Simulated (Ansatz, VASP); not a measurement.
# One calculation of BN, two programs

```xyz
4
Lattice="0.0000 -1.8124 -1.8608 -1.8608 0.0000 -1.8608 1.8608 1.8124 -3.7216" Properties=species:S:1:pos:R:3 pbc="T T T"
B    -0.0265    0.0058   -0.0206
B     0.0265   -0.0058   -3.7010
N     0.9032    0.9121   -4.6730
N    -0.9032   -0.9121   -4.6309
```

Change from the starting cell: mode 4 frozen in at -0.034 Å, equal normal strain along x and y +0.0267.

Alike in both runs: task single point; functional PBE; k mesh 6 × 6 × 6; occupations gaussian, width 0.05 eV; no spin polarisation.

|  | VASP | Ansatz |
| --- | --- | --- |
| version | VASP 6.6.1 | Ansatz 0.2.0 |
| potentials or method | VASP PAW PBE potentials, release 64 (B, N), cutoff 520 eV | scalar-relativistic, plane waves, PAW |
| valence electrons in the cell | 16 | 16 |

VASP gave:

| Quantity | Value |
| --- | --- |
| gap on the k mesh at the Fermi level (eV) | 3.95 |
| least direct gap on the mesh (eV) | 5.74 |
| pressure (GPa) | -17.7 |
| traceless stress, the component that is largest in VASP (GPa) | 10.05 |
| rms of the force components (eV/Å) | 0.213 |

Q: What did Ansatz give for the same quantities?

A: gap on the k mesh at the Fermi level (eV): 3.96; least direct gap on the mesh (eV): 5.75; pressure (GPa): -17.8; traceless stress, the component that is largest in VASP (GPa): 10.04; rms of the force components (eV/Å): 0.213.

Atom by atom the forces differ by 0.000 eV/Å (rms over components). The functional is the same, so the differences come from potentials, cutoffs and numerics.

The k mesh is coarse, so the values compare programs but aren't converged.
